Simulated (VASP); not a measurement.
# AlB2P3 (P3m1) in VASP: a series of runs, part 2 of 2

VASP 6.6.1. The steps go on from the part before.

## 4. Relaxation of cell and atoms, PBE

This run uses another cell than the first one, of 15.19 Å³/atom, 1.043 times its volume.

INCAR

```
SYSTEM = AlB2P3
PREC = Accurate
ENCUT = 600
EDIFF = 1E-6
ISMEAR = 0
SIGMA = 0.1
LREAL = .False.
LASPH = .True.
NELM = 100
ALGO = Normal
ISIF = 3
LWAVE = .False.
LCHARG = .False.
GGA = PE
IBRION = 2
NSW = 90
EDIFFG = -0.04
```

KPOINTS

```
regular mesh
0
Gamma
  6 6 2
  0 0 0
```

POSCAR

```
AlB2P3
1.0
    3.5026149900      0.0000000000      0.0000000000
   -1.7513075000      3.0333535600      0.0000000000
    0.0000000000      0.0000000000      8.5796194900
Al B P
1 2 3
Direct
    0.3333333300      0.6666666700      0.6666666700
    0.0000000000      0.0000000000      0.0000000000
    0.6666666700      0.3333333300      0.3333333300
    0.0000000000      0.0000000000      0.2500000000
    0.6666666700      0.3333333300      0.5833333300
    0.3333333300      0.6666666700      0.9166666700
```

Launch:

```sh
cat potpaw_PBE.64/Al/POTCAR potpaw_PBE.64/B/POTCAR potpaw_PBE.64/P/POTCAR > POTCAR
mpirun -np 1 vasp_std > vasp.out
```

Run time: 2.3 min. Hardware: 1 thread of Intel Xeon Platinum 8488C (Sapphire Rapids), shared host; peak memory 0.23 GiB.

It converged, with:

```
Free energy                            : -34.6735 eV
Relaxed volume                         : 14.55 Å³/atom
Relaxed cell                           : a = 3.417 Å, b = 3.417 Å, c = 8.638 Å, α = 90.00°, β = 90.00°, γ = 120.00°
Space group after relaxing (to 0.05 Å) : P3m1 (No. 156)
Energy gained by relaxing              : 215.3 meV/atom
Ionic steps                            : 10
Pressure after relaxing                : 0.0 GPa
Largest force after relaxing           : 0.020 eV/Å
Band gap on the k mesh                 : 0.23 eV, indirect (least direct gap 1.49 eV)
```

Forces in eV/Å, atoms in the order of the input:
```
Al   0.000  0.000  0.013
B    0.000  0.000 -0.012
B    0.000  0.000  0.000
P    0.000  0.000  0.020
P    0.000  0.000 -0.008
P    0.000  0.000 -0.013
```

Step by step:
```
step  energy change (eV)  largest force (eV/Å)  pressure (GPa)  volume (Å³)
   1              0.0000                4.4441            0.65        91.16
   2             -0.9249                1.7725           -3.99        91.97
   3             -0.9330                1.8980           -4.24        92.06
   4             -1.2240                1.1125            1.23        86.87
   5             -1.2251                1.1077            1.65        86.55
   6             -1.2642                0.7551            0.51        86.90
   7             -1.2891                0.1574            0.83        86.77
   8             -1.2912                0.0558           -0.49        87.67
   9             -1.2916                0.0444           -0.10        87.40
  10             -1.2918                0.0204            0.03        87.33
```

Final structure:
```xyz
6
Lattice="3.4167 0.0000 0.0000 -1.7084 2.9590 0.0000 0.0000 0.0000 8.6381" Properties=species:S:1:pos:R:3 pbc="T T T"
Al    0.0000    1.9726    5.7926
B     0.0000    0.0000    0.1667
B     1.7084    0.9863    2.7533
P    -1.7084    2.9590    2.1352
P     1.7084    0.9863    4.7274
P     0.0000    1.9726    8.1795
```

Levels at points of the mesh, in eV from the valence-band top:
| k point | band 10 | band 11 | band 12 | band 13 | band 14 | band 15 |
| --- | --- | --- | --- | --- | --- | --- |
| (0.00, 0.00, 0.00) | -1.23 | 0.00 | 0.00 | 1.49 | 1.85 | 2.14 |
| (0.50, 0.00, 0.00) | -3.72 | -3.48 | -1.67 | 0.23 | 0.55 | 1.87 |
| (0.00, 0.00, 0.50) | -1.92 | -0.10 | -0.10 | 1.45 | 2.15 | 2.63 |
| (0.50, 0.00, 0.50) | -3.60 | -2.53 | -1.50 | 0.62 | 1.18 | 1.64 |

## 5. Single point, PBE

INCAR

```
PREC = Accurate ; ENCUT = 520
EDIFF = 1E-6 ; ISMEAR = 0
SIGMA = 0.01 ; LREAL = F
LASPH = T ; NELM = 60
ALGO = Normal ; ISIF = 2
LWAVE = F ; LCHARG = F
GGA = PE ; NBANDS = 21
```

KPOINTS

```
Automatic mesh
0
Gamma
  12 12 4
```

POSCAR

```
AlB2P3
1.0
    3.4153663761      0.0000000000      0.0000000000
   -1.7076831881      2.9577940449      0.0000000000
    0.0000000000      0.0000000000      8.6495964377
Al B P
1 2 3
Direct
    0.3333333333      0.6666666667      0.6707231955
    0.0000000000      0.0000000000      0.0193146169
    0.6666666667      0.3333333333      0.3187754146
    0.0000000000      0.0000000000      0.2472477498
    0.6666666667      0.3333333333      0.5471565739
    0.3333333333      0.6666666667      0.9467824494
```

Potentials or basis: VASP PAW PBE potentials, release 64 (Al, B, P).

Launch:

```sh
cat potpaw_PBE.64/Al/POTCAR potpaw_PBE.64/B/POTCAR potpaw_PBE.64/P/POTCAR > POTCAR
mpirun -np 1 vasp_std > vasp.out
```

OUTCAR:

```text
PREC = Accurate
   ENCUT = 520
   EDIFF = 1E-6
   ISMEAR = 0
   LREAL = F
   LASPH = T
   NELM = 60
   ISIF = 2
   GGA = PE

 ion  position               nearest neighbor table
   1  0.333  0.667  0.671-   5 2.24   5 2.24   5 2.24   6 2.39
   2  0.000  0.000  0.019-   4 1.97   6 2.07   6 2.07   6 2.07
   3  0.667  0.333  0.319-   5 1.98   4 2.07   4 2.07   4 2.07
   4  0.000  0.000  0.247-   2 1.97   3 2.07   3 2.07   3 2.07
   5  0.667  0.333  0.547-   3 1.98   1 2.24   1 2.24   1 2.24
   6  0.333  0.667  0.947-   2 2.07   2 2.07   2 2.07   1 2.39

  LATTYP: Found a hexagonal cell.
 ALAT       =     3.4153663761
 C/A-ratio  =     2.5325530222

  Lattice vectors:

 A1 = (   3.4153663761,   0.0000000000,   0.0000000000)
 A2 = (  -1.7076831881,   2.9577940449,   0.0000000000)
 A3 = (   0.0000000000,   0.0000000000,   8.6495964377)

Analysis of symmetry for initial positions (statically):
=====================================================================
 Subroutine PRICEL returns:
 Original cell was already a primitive cell.

 Routine SETGRP: Setting up the symmetry group for a
 hexagonal supercell.

 Subroutine GETGRP returns: Found  6 space group operations
 (whereof  6 operations were pure point group operations)
 out of a pool of 24 trial point group operations.

The static configuration has the point symmetry C_3v.

Analysis of symmetry for dynamics (positions and initial velocities):
=====================================================================
 Subroutine PRICEL returns:
 Original cell was already a primitive cell.

 Routine SETGRP: Setting up the symmetry group for a
 hexagonal supercell.

 Subroutine GETGRP returns: Found  6 space group operations
 (whereof  6 operations were pure point group operations)
 out of a pool of 24 trial point group operations.

The dynamic configuration has the point symmetry C_3v.

 Subroutine INISYM returns: Found  6 space group operations
 (whereof  6 operations are pure point group operations),
[... 127 lines left out ...]
  Thomas-Fermi vector in A             =   2.199681
   LORBIT       =      0    0 simple, 1 ext, 2 COOP (PROOUT), +10 PAW based schemes
   GGA     = PE    functional components
   LHFCALC =     F    Hartree Fock is set to
   AEXX    =    0.0000 exact exchange contribution
   IVDW    =     0    specifies the selected vdW correction
   LEPSILON=     F    determine dielectric tensor
   LRPA    =     F    only Hartree local field effects (RPA)
 non-spin polarized calculation
 Gauss-broadening in eV      SIGMA  =   0.01
  energy-cutoff  :      520.00
  volume of cell :       87.38
 maximum number of plane-waves:      2375
 NGX is ok and might be reduce to    28
   NGX = 13   NGY = 13   NGZ = 33

 number of electron      24.0000000 magnetization

 Free energy of the ion-electron system (eV)
  ---------------------------------------------------
  ext. energy  EPLUGINS =         0.00000000
  ---------------------------------------------------
  free energy    TOTEN  =       -34.69947913 eV

  energy without entropy =      -34.69947913  energy(sigma->0) =      -34.69947913

 E-fermi :   7.2664     XC(G=0): -10.1952

 val. band max:        7.2218266667   @ k =   0.0000   0.0000   0.0000
 cond. band min:       7.4322305928   @ k =   0.5000  -0.0000   0.0000
 fundamental gap:      0.2104039261
 Fermi energy:         7.2664166675

 k-point     1 :       0.0000    0.0000    0.0000
  band No.  band energies     occupation
      1      -7.8782      2.00000
      2      -6.3551      2.00000
      3      -5.4892      2.00000
      4      -0.2556      2.00000
      5       0.6161      2.00000
      6       4.4284      2.00000
[... 565 lines left out ...]
     20      11.8162      0.00000
     21      13.0759      0.00000

 [... further k-points ...]

------------------------ aborting loop because EDIFF is reached ----------------------------------------

  FORCE on cell =-STRESS in cart. coord.  units (eV):
  Direction    XX          YY          ZZ          XY          YZ          ZX
  --------------------------------------------------------------------------------------
  -------------------------------------------------------------------------------------
  Total       -0.0839061     -0.0839061     -0.0955646      0.0000000      0.0000000      0.0000000
  in kB       -1.5385198     -1.5385198     -1.7522929      0.0000000      0.0000000      0.0000000
  external PRESSURE =      -1.6097775 kB  Pullay stress =       0.0000000 kB

 VOLUME and BASIS-vectors are now :
 -----------------------------------------------------------------------------
  energy-cutoff  :      520.00
  volume of cell :       87.38
      direct lattice vectors                 reciprocal lattice vectors
     3.415366376  0.000000000  0.000000000     0.292794356  0.169044900  0.000000000
    -1.707683188  2.957794045  0.000000000     0.000000000  0.338089801  0.000000000
     0.000000000  0.000000000  8.649596438     0.000000000  0.000000000  0.115612330

 POSITION                                       TOTAL-FORCE (eV/Angst)
 -----------------------------------------------------------------------------------
     -0.00000      1.97186      5.80148        -0.000000      0.000000     -0.010387
      0.00000      0.00000      0.16706        -0.000000      0.000000     -0.008867
      1.70768      0.98593      2.75728        -0.000000     -0.000000      0.006345
      0.00000      0.00000      2.13859         0.000000      0.000000      0.003778
      1.70768      0.98593      4.73268        -0.000000      0.000000      0.006753
     -0.00000      1.97186      8.18929         0.000000     -0.000000      0.002378
 -----------------------------------------------------------------------------------
    total drift:                                0.000000     -0.000000      0.000077

  FREE ENERGIE OF THE ION-ELECTRON SYSTEM (eV)
  ---------------------------------------------------
  free  energy   TOTEN  =       -34.6994791252 eV

  energy  without entropy=      -34.6994791252  energy(sigma->0) =      -34.69947913
```

OSZICAR:

```text
N       E                     dE             d eps       ncg     rms          rms(c)
DAV:   1     0.581041704073E+02    0.58104E+02   -0.10122E+04  2898   0.985E+02
DAV:   2    -0.315796170360E+02   -0.89684E+02   -0.85545E+02  3729   0.160E+02
DAV:   3    -0.360716352952E+02   -0.44920E+01   -0.44631E+01  3809   0.348E+01
DAV:   4    -0.361186468679E+02   -0.47012E-01   -0.46966E-01  3861   0.410E+00
DAV:   5    -0.361192993050E+02   -0.65244E-03   -0.65239E-03  3838   0.479E-01    0.998E+00
DAV:   6    -0.349237433654E+02    0.11956E+01   -0.15797E+00  3453   0.631E+00    0.584E+00
DAV:   7    -0.347034519229E+02    0.22029E+00   -0.92325E-01  3905   0.471E+00    0.186E+00
DAV:   8    -0.346992779762E+02    0.41739E-02   -0.10171E-01  3593   0.176E+00    0.128E+00
DAV:   9    -0.346992849815E+02   -0.70053E-05   -0.44815E-03  3820   0.371E-01    0.915E-01
DAV:  10    -0.346993539790E+02   -0.68998E-04   -0.30544E-03  3393   0.271E-01    0.138E-01
DAV:  11    -0.346994430741E+02   -0.89095E-04   -0.39312E-04  4032   0.105E-01    0.634E-02
DAV:  12    -0.346994527495E+02   -0.96755E-05   -0.22677E-05  3875   0.267E-02    0.397E-02
DAV:  13    -0.346994776470E+02   -0.24897E-04   -0.40575E-05  3553   0.396E-02    0.840E-03
DAV:  14    -0.346994792256E+02   -0.15786E-05   -0.62152E-06  4155   0.131E-02    0.963E-03
DAV:  15    -0.346994791252E+02    0.10037E-06   -0.77484E-07  2134   0.477E-03
   1 F= -.34699479E+02 E0= -.34699479E+02  d E =-.454013E-13
```

stdout:

```text
POSCAR found type information on POSCAR AlB P
 POSCAR found :  3 types and       6 ions
 scaLAPACK will be used
 LDA part: xc-table for (Slater+PW92), standard interpolation
 POSCAR, INCAR and KPOINTS ok, starting setup
 FFT: planning ... GRIDC
 FFT: planning ... GRID_SOFT
 FFT: planning ... GRID
 WAVECAR not read
 entering main loop
```

It took 1.9 min on 1 thread of Intel Xeon Platinum 8488C (Sapphire Rapids), shared host; peak memory 0.28 GiB.

Results:

| Item | Value |
| --- | --- |
| Free energy | -34.6995 eV |
| Pressure | -0.2 GPa |
| Largest force | 0.010 eV/Å |
| Band gap on the k mesh | 0.21 eV, indirect (least direct gap 1.46 eV) |

Forces in eV/Å, atoms in the order of the input:
```
Al   0.000  0.000 -0.010
B    0.000  0.000 -0.009
B    0.000  0.000  0.006
P    0.000  0.000  0.004
P    0.000  0.000  0.007
P    0.000  0.000  0.002
```

A k mesh can miss the band edges.

## 6. Single point, PBE

INCAR

```
SYSTEM = AlB2P3
PREC = Accurate
ENCUT = 520
EDIFF = 1E-6
ISMEAR = 0
SIGMA = 0.01
LREAL = .FALSE.
LASPH = .TRUE.
NELM = 60
ALGO = Normal
ISIF = 2
LWAVE = .FALSE.
LCHARG = .FALSE.
GGA = PE
NBANDS = 21
```

KPOINTS

```
regular mesh
0
G
  12 12 4
  0 0 0
```

POSCAR is that of step 5.

Potentials or basis: VASP PAW PBE potentials, release 64 (Al, B, P).

Launch:

```sh
cat potpaw_PBE.64/Al/POTCAR potpaw_PBE.64/B/POTCAR potpaw_PBE.64/P/POTCAR > POTCAR
mpirun -np 1 vasp_std > vasp.out
```

OUTCAR:

```text
SYSTEM = AlB2P3
   PREC = Accurate
   ENCUT = 520
   EDIFF = 1E-6
   ISMEAR = 0
   LREAL = .FALSE.
   LASPH = .TRUE.
   NELM = 60
   ISIF = 2
   GGA = PE

 ion  position               nearest neighbor table
   1  0.333  0.667  0.671-   5 2.24   5 2.24   5 2.24   6 2.39
   2  0.000  0.000  0.019-   4 1.97   6 2.07   6 2.07   6 2.07
   3  0.667  0.333  0.319-   5 1.98   4 2.07   4 2.07   4 2.07
   4  0.000  0.000  0.247-   2 1.97   3 2.07   3 2.07   3 2.07
   5  0.667  0.333  0.547-   3 1.98   1 2.24   1 2.24   1 2.24
   6  0.333  0.667  0.947-   2 2.07   2 2.07   2 2.07   1 2.39

  LATTYP: Found a hexagonal cell.
 ALAT       =     3.4153663761
 C/A-ratio  =     2.5325530222

  Lattice vectors:

 A1 = (   3.4153663761,   0.0000000000,   0.0000000000)
 A2 = (  -1.7076831881,   2.9577940449,   0.0000000000)
 A3 = (   0.0000000000,   0.0000000000,   8.6495964377)

Analysis of symmetry for initial positions (statically):
=====================================================================
 Subroutine PRICEL returns:
 Original cell was already a primitive cell.
[... 182 lines left out ...]
 cond. band min:       7.4322305928   @ k =   0.5000  -0.0000   0.0000
 fundamental gap:      0.2104039261
 Fermi energy:         7.2664166675

 k-point     1 :       0.0000    0.0000    0.0000
  band No.  band energies     occupation
      1      -7.8782      2.00000
      2      -6.3551      2.00000
      3      -5.4892      2.00000
      4      -0.2556      2.00000
      5       0.6161      2.00000
      6       4.4284      2.00000
[... 565 lines left out ...]
     20      11.8162      0.00000
     21      13.0759      0.00000

 [... further k-points ...]

------------------------ aborting loop because EDIFF is reached ----------------------------------------

  FORCE on cell =-STRESS in cart. coord.  units (eV):
  Direction    XX          YY          ZZ          XY          YZ          ZX
  --------------------------------------------------------------------------------------
  -------------------------------------------------------------------------------------
  Total       -0.0839061     -0.0839061     -0.0955646      0.0000000      0.0000000      0.0000000
  in kB       -1.5385198     -1.5385198     -1.7522929      0.0000000      0.0000000      0.0000000
  external PRESSURE =      -1.6097775 kB  Pullay stress =       0.0000000 kB

 VOLUME and BASIS-vectors are now :
 -----------------------------------------------------------------------------
  energy-cutoff  :      520.00
  volume of cell :       87.38
      direct lattice vectors                 reciprocal lattice vectors
     3.415366376  0.000000000  0.000000000     0.292794356  0.169044900  0.000000000
    -1.707683188  2.957794045  0.000000000     0.000000000  0.338089801  0.000000000
     0.000000000  0.000000000  8.649596438     0.000000000  0.000000000  0.115612330

 POSITION                                       TOTAL-FORCE (eV/Angst)
 -----------------------------------------------------------------------------------
     -0.00000      1.97186      5.80148        -0.000000      0.000000     -0.010387
      0.00000      0.00000      0.16706        -0.000000      0.000000     -0.008867
      1.70768      0.98593      2.75728        -0.000000     -0.000000      0.006345
      0.00000      0.00000      2.13859         0.000000      0.000000      0.003778
      1.70768      0.98593      4.73268        -0.000000      0.000000      0.006753
     -0.00000      1.97186      8.18929         0.000000     -0.000000      0.002378
 -----------------------------------------------------------------------------------
    total drift:                                0.000000     -0.000000      0.000077

  FREE ENERGIE OF THE ION-ELECTRON SYSTEM (eV)
  ---------------------------------------------------
  free  energy   TOTEN  =       -34.6994791252 eV

  energy  without entropy=      -34.6994791252  energy(sigma->0) =      -34.69947913
```

OSZICAR:

```text
N       E                     dE             d eps       ncg     rms          rms(c)
DAV:   1     0.581041704073E+02    0.58104E+02   -0.10122E+04  2898   0.985E+02
DAV:   2    -0.315796170360E+02   -0.89684E+02   -0.85545E+02  3729   0.160E+02
DAV:   3    -0.360716352952E+02   -0.44920E+01   -0.44631E+01  3809   0.348E+01
DAV:   4    -0.361186468679E+02   -0.47012E-01   -0.46966E-01  3861   0.410E+00
DAV:   5    -0.361192993050E+02   -0.65244E-03   -0.65239E-03  3838   0.479E-01    0.998E+00
DAV:   6    -0.349237433654E+02    0.11956E+01   -0.15797E+00  3453   0.631E+00    0.584E+00
DAV:   7    -0.347034519229E+02    0.22029E+00   -0.92325E-01  3905   0.471E+00    0.186E+00
DAV:   8    -0.346992779762E+02    0.41739E-02   -0.10171E-01  3593   0.176E+00    0.128E+00
DAV:   9    -0.346992849815E+02   -0.70053E-05   -0.44815E-03  3820   0.371E-01    0.915E-01
DAV:  10    -0.346993539790E+02   -0.68998E-04   -0.30544E-03  3393   0.271E-01    0.138E-01
DAV:  11    -0.346994430741E+02   -0.89095E-04   -0.39312E-04  4032   0.105E-01    0.634E-02
DAV:  12    -0.346994527495E+02   -0.96755E-05   -0.22677E-05  3875   0.267E-02    0.397E-02
DAV:  13    -0.346994776470E+02   -0.24897E-04   -0.40575E-05  3553   0.396E-02    0.840E-03
DAV:  14    -0.346994792256E+02   -0.15786E-05   -0.62152E-06  4155   0.131E-02    0.963E-03
DAV:  15    -0.346994791252E+02    0.10037E-06   -0.77484E-07  2134   0.477E-03
   1 F= -.34699479E+02 E0= -.34699479E+02  d E =-.454013E-13
```

stdout:

```text
POSCAR found type information on POSCAR AlB P
 POSCAR found :  3 types and       6 ions
 scaLAPACK will be used
 LDA part: xc-table for (Slater+PW92), standard interpolation
 POSCAR, INCAR and KPOINTS ok, starting setup
 FFT: planning ... GRIDC
 FFT: planning ... GRID_SOFT
 FFT: planning ... GRID
 WAVECAR not read
 entering main loop
```

Wall time 1.9 min (1 thread of Intel Xeon Platinum 8488C (Sapphire Rapids), shared host); peak memory 0.27 GiB.

What came out:

```yaml
Free_energy: -34.6995 eV
Pressure: -0.2 GPa
Largest_force: 0.010 eV/Å
Band_gap_on_the_k_mesh: 0.21 eV, indirect (least direct gap 1.46 eV)
```

Forces on the atoms (eV/Å):
```
Al   0.000  0.000 -0.010
B    0.000  0.000 -0.009
B    0.000  0.000  0.006
P    0.000  0.000  0.004
P    0.000  0.000  0.007
P    0.000  0.000  0.002
```

A k mesh can miss the band edges.

## 7. The runs side by side

| task | cell | k mesh | cutoff (eV) | smearing | gap on the mesh (eV) | pressure (GPa) | largest force (eV/Å) |
| --- | --- | --- | --- | --- | --- | --- | --- |
| single point | a = 3.417, b = 3.417, c = 8.643 Å, angles 90.0, 90.0, 120.0°, 6 atoms | 6 × 6 × 2 | 520 | gaussian 0.1 eV | 0.22 | -0.1 | 0.03 |
| single point | a = 3.503, b = 3.503, c = 8.580 Å, angles 90.0, 90.0, 120.0°, 6 atoms | 6 × 6 × 2 | 520 | gaussian 0.1 eV | 1.41 | 0.6 | 4.44 |
| relaxation of cell and atoms | relaxed from a = 3.503, b = 3.503, c = 8.580 Å, angles 90.0, 90.0, 120.0°, 6 atoms | 6 × 6 × 2 | 600 | gaussian 0.1 eV | 0.23 | 0.0 | 0.02 |
| single point | a = 3.415, b = 3.415, c = 8.650 Å, angles 90.0, 90.0, 120.0°, 6 atoms | 12 × 12 × 4 | 520 | gaussian 0.01 eV | 0.21 | -0.2 | 0.01 |

Alike in all rows: level PBE; potentials or basis VASP PAW PBE potentials, release 64 (Al, B, P); no spin polarisation.

Caveats: forces of over 1 eV/Å act on the atoms, so gaps and moduli don't describe the material at rest (some runs).

Absolute energies hang on the potentials; compare differences alone.
